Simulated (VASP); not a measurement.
Set up this calculation in VASP 6.6.1, as the native input.

```
Task                   : single point
Functional             : PBE
Potentials or basis    : VASP PAW PBE potentials, release 64 (Sc_sv, In_d, S)
Cutoff                 : 520 eV
k mesh                 : 6 × 6 × 6
Occupations            : gaussian, width 0.1 eV
Spin                   : no spin polarisation
Dipole correction      : no
Further INCAR settings : ALGO = Normal; EDIFF = 1e-06; NBANDS = 29
```

The structure of ScInS3 lies in POSCAR:

```
ScInS3
1.0
    3.5157824500      2.0298379400      2.8943308300
   -3.5157824500      2.0298379400      2.8943308300
    0.0000000000     -4.0596758800      2.8943308300
Sc In S
1 1 3
Direct
    0.5000000000      0.5000000000      0.5000000000
    0.0000000000      0.0000000000      0.0000000000
    0.5000000000      0.0186002900      0.9813997100
    0.0186002900      0.9813997100      0.5000000000
    0.9813997100      0.5000000000      0.0186002900
```

The cell was generated, and may not be a known phase.

The input as run:

INCAR

```
PREC = Accurate ; ENCUT = 520
EDIFF = 1E-6 ; ISMEAR = 0
SIGMA = 0.1 ; LREAL = False
LASPH = True ; NELM = 100
ALGO = Normal ; ISIF = 2
LWAVE = False ; LCHARG = False
GGA = PE ; NBANDS = 29
```

KPOINTS

```
regular mesh
0
Gamma
  6 6 6
```

Potentials or basis: VASP PAW PBE potentials, release 64 (Sc_sv, In_d, S).

Launch:

```sh
$ cat potpaw_PBE.64/Sc_sv/POTCAR potpaw_PBE.64/In_d/POTCAR potpaw_PBE.64/S/POTCAR > POTCAR
$ mpirun -np 1 vasp_std > vasp.out
```

It gave:

```yaml
Pressure: -2.0 GPa
Largest_force: 0.530 eV/Å
Band_gap_on_the_k_mesh: zero (bands 21 and 22 overlap by 0.63 eV)
```

Caveat: spin-orbit coupling is left out, which moves the levels of the heavy elements.

It took 4.1 min on 1 thread of Intel Xeon 8259CL, with other jobs on the host, peak memory 0.31 GiB.
